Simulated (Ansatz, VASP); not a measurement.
# Two plane-wave programs on ZrC

```
Zr C
1.0
     0.00000    2.35021    2.25620
     2.35021    0.00000    2.25620
     2.35021    2.35021    0.00000
Zr C
1 1
Direct
  0.50000 0.50000 0.50000
  0.00000 0.00000 0.00000
```

Change from the starting cell: strain +0.000 along x and y, -0.040 along z, atoms carried along.

Alike in both runs: task single point; functional PBE; k mesh 18 × 18 × 18; occupations gaussian, width 0.15 eV; no spin polarisation.

|  | VASP | Ansatz |
| --- | --- | --- |
| version | VASP 6.6.1 | Ansatz 0.2.0 |
| potentials or method | VASP PAW PBE potentials, release 64 (Zr_sv, C), cutoff 520 eV | scalar-relativistic, plane waves, PAW |
| valence electrons in the cell | 16 | 16 |

```csv
,VASP,Ansatz,Ansatz less VASP
gap on the k mesh at the Fermi level (eV),none,none,-
pressure (GPa),12.3,12.0,-0.27
"traceless stress, the component that is largest in VASP (GPa)",12.45,12.40,-0.047
```

A gap of «none» marks a metal or a gap that the smearing closes.
